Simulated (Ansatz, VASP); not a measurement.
# Two plane-wave programs on C

Contents of INCAR:

```
SYSTEM = C
  PREC = Accurate
  ENCUT = 520
  EDIFF = 1E-7
  ISMEAR = 0
  SIGMA = 0.02
  LREAL = .False.
  LASPH = .True.
  NELM = 120
  ALGO = Normal
  ISIF = 2
  LWAVE = .False.
  LCHARG = .False.
  GGA = PS
  IBRION = 2
  NSW = 60
  EDIFFG = -0.002
  GGA_COMPAT = .False.
  NELMIN = 4
```

The input KPOINTS:

```
Automatic mesh
0
Gamma
  9 9 9
  0 0 0
```

POSCAR

```
C
1.0
   -0.0131329370      1.7814679574      1.7814679574
    1.7814679574     -0.0131329370      1.7814679574
    1.7814679574      1.7814679574     -0.0131329370
C
2
Direct
   -0.0000873341     -0.0000873341     -0.0000873341
    0.2500873341      0.2500873341      0.2500873341
```

Input for Ansatz:

```yaml
crystal:
  lattice:
    - [-0.013132937, 1.7814679574, 1.7814679574]
    - [1.7814679574, -0.013132937, 1.7814679574]
    - [1.7814679574, 1.7814679574, -0.013132937]
  atoms:
    - { symbol: C, position: [-8.73341e-05, -8.73341e-05, -8.73341e-05] }
    - { symbol: C, position: [0.2500873341, 0.2500873341, 0.2500873341] }
basis:
  ecutwfc: 420
kpoints:
  mp_grid: { grid: [9, 9, 9] }
hamiltonian:
  xc: pbesol
  pseudopotentials: { kind: paw, azcp: { folder: soft_1 } }
scf:
  occupations: { method: gaussian, width: 0.02 }
output:
  forces: true
  stress: true
  eigenvalues: true
relax:
  adjacent_minimum: "off"
  f_tol: 0.002
  max_steps: 40
```

Change from the starting cell: strained cell.

Alike in both runs: task relaxation of the atoms; functional PBEsol; k mesh 9 × 9 × 9; occupations gaussian, width 0.02 eV; no spin polarisation.

```csv
,VASP,Ansatz
version,VASP 6.6.1,Ansatz 0.2.0
potentials or method,"VASP PAW PBE potentials, release 64 (C), cutoff 520 eV","scalar-relativistic, plane waves, PAW"
valence electrons in the cell,8,8
```

Ansatz gave:

- gap on the k mesh at the Fermi level, each at its own relaxed structure (eV): 4.00

Problem. Estimate VASP's values.

Solution. gap on the k mesh at the Fermi level, each at its own relaxed structure (eV): 3.99.

VASP's potentials were made for PBE, not for PBEsol, and Ansatz warns of the same on its side. Ansatz's warnings: stress scf threshold loose.
